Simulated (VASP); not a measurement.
The system is InP.

```
CELL_PARAMETERS angstrom
0.00000 2.93050 2.93050
2.93050 0.00000 2.93050
2.93050 2.93050 0.00000
ATOMIC_POSITIONS crystal
In 0.00000 0.00000 0.00000
P 0.75000 0.75000 0.75000
```

Base run:

```yaml
Program: VASP 6.6.1
Functional: RPBE
Potentials_or_basis: VASP PAW PBE potentials, release 64 (In_d, P)
Cutoff: 500 eV
k_mesh: 6 × 6 × 6, shifted
Occupations: gaussian, width 0.01 eV
Spin: no spin polarisation
```

Its results: band gap on the k mesh 1.55 eV; pressure 5.1 GPa.

After a change of settings the same cell gave: band gap on the k mesh 1.85 eV; pressure 1.6 GPa. Which change was it?
A. functional from RPBE to PBE
B. functional from RPBE to r2SCAN; cutoff from 500 eV to 550 eV
C. further incar settings from ALGO = Normal; EDIFF = 1e-06; NBANDS = 16; ISYM = -1 to ALGO = Normal; EDIFF = 1e-06; NBANDS = 16; ISYM = 0
D. functional from RPBE to PBE; further incar settings from ALGO = Normal; EDIFF = 1e-06; NBANDS = 16; ISYM = -1 to ALGO = Normal; EDIFF = 1e-06; NBANDS = 16; ISYM = 0

B.

Caveats: the PAW data sets were made with another functional, which shifts forces and pressure a little; spin-orbit coupling is left out, which moves the levels of the heavy elements; a shifted mesh leaves out Γ, where band edges can lie; the cell stands under pressure (at least some runs).
